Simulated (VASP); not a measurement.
Runs of VASP 6.6.1 on NiO. The structure is that of space group P6_3/mmc (No. 194), or close to it. The cells are those of the table. 

| level | potentials or basis | cell | gap on the mesh (eV) | pressure (GPa) | moment (μB) |
| --- | --- | --- | --- | --- | --- |
| LDA | VASP PAW LDA potentials, release 64 (Ni, O) | a = 2.913, b = 2.913, c = 5.055 Å, angles 90.0, 90.0, 120.0°, 4 atoms | 0.19 | (c) | 0.00 |
| PBE | VASP PAW PBE potentials, release 64 (Ni, O) | a = 2.913, b = 2.913, c = 5.055 Å, angles 90.0, 90.0, 120.0°, 4 atoms | 0.75 | -0.4 | 0.00 |
| PBE | VASP PAW PBE potentials, release 64 (Ni, O) | a = 2.936, b = 2.936, c = 5.075 Å, angles 90.0, 90.0, 120.0°, 4 atoms | (d) | (a) | 0.00 |
| PBE | VASP PAW PBE potentials, release 64 (Ni, O) | a = 2.890, b = 2.890, c = 5.033 Å, angles 90.0, 90.0, 120.0°, 4 atoms | 0.76 | (b) | 0.00 |
| PBEsol | VASP PAW PBE potentials, release 64 (Ni, O) | a = 2.913, b = 2.913, c = 5.055 Å, angles 90.0, 90.0, 120.0°, 4 atoms | 0.52 | -10.4 | 0.00 |
| PBE | VASP PAW PBE potentials, release 64 (Ni, O) | a = 2.866, b = 2.866, c = 5.013 Å, angles 90.0, 90.0, 120.0°, 4 atoms | 0.75 | 8.1 | 0.00 |
| PBE | VASP PAW PBE potentials, release 64 (Ni, O) | a = 2.848, b = 2.848, c = 4.998 Å, angles 90.0, 90.0, 120.0°, 4 atoms | 0.75 | 11.8 | 0.00 |
| PBE | VASP PAW PBE potentials, release 64 (Ni, O) | a = 2.959, b = 2.959, c = 5.096 Å, angles 90.0, 90.0, 120.0°, 4 atoms | 0.72 | -7.0 | 0.00 |

Alike in all rows: task single point; spin collinear, antiferromagnetic start; k mesh 12 × 12 × 8; cutoff (eV) 520; smearing gaussian 0.05 eV.

Estimate the missing entries.

(a) -3.8; (b) 3.8; (c) -19.6; (d) 0.73.

Caveats: the PAW data sets were made with another functional, which shifts forces and pressure a little (some runs).

A k mesh can miss the band edges.
